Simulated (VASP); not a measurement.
**As: single point with r2SCAN**

The system is As.

```
As
1.0
     0.00000    2.14977    2.14977
     2.14977    0.00000    2.14977
     2.14977    2.14977    0.00000
As
1
Cartesian
  0.0000 0.0000 0.0000
```

This cell differs from its parent crystal: volume scaled by 1.04.

```json
{
 "Program": "VASP 6.6.1",
 "Task": "single point",
 "Functional": "r2SCAN",
 "Potentials or basis": "VASP PAW PBE potentials, release 64 (As)",
 "Cutoff": "520 eV",
 "k mesh": "14 × 14 × 14",
 "Occupations": "fermi-dirac, width 0.1 eV",
 "Spin": "no spin polarisation"
}
```

* Pressure: -3.2 GPa

Levels at points of the mesh, in eV from the Fermi level:
```tsv
k point	band 1	band 2	band 3	band 4	band 5
(0.00, 0.00, 0.00)	-15.57	5.63	5.63	5.63	12.72
(0.50, 0.00, 0.00)	-11.17	-6.83	3.90	3.90	10.08
(0.50, 0.50, 0.00)	-9.30	-5.81	0.42	0.42	5.55
```

Run time: 57 s on 1 thread of AMD EPYC 9R45 (Zen 5) (shared host), peak memory 0.11 GiB.

Caveat: the PAW data sets were made with another functional, which shifts forces and pressure a little.
